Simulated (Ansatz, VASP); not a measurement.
**One calculation of Ta, two programs**

```
Ta
1.0
    -1.65213    1.65213    1.65213
     1.65213   -1.65213    1.65213
     1.65213    1.65213   -1.65213
Ta
1
Direct
  0.00000 0.00000 0.00000
```

Alike in both runs: task single point; functional r2SCAN; k mesh 18 × 18 × 18; occupations gaussian, width 0.05 eV; no spin polarisation.

|  | VASP | Ansatz |
| --- | --- | --- |
| version | VASP 6.6.1 | Ansatz 0.2.0 |
| potentials or method | VASP PAW PBE potentials, release 64 (Ta_pv), cutoff 520 eV | scalar-relativistic, plane waves, PAW |
| valence electrons in the cell | 11 | 13 |

VASP gave:

- gap on the k mesh at the Fermi level (eV): none
- pressure (GPa): 0.6

Q: Estimate Ansatz's values.

A: gap on the k mesh at the Fermi level (eV): none; pressure (GPa): 0.0.

VASP's potentials were made for PBE, not for r2SCAN. A gap of «none» marks a metal or a gap that the smearing closes. VASP's potentials hold 11 valence electrons a cell and Ansatz's 13, so a difference there can come from the potentials and not from the codes.

Neither program's run includes spin-orbit coupling.
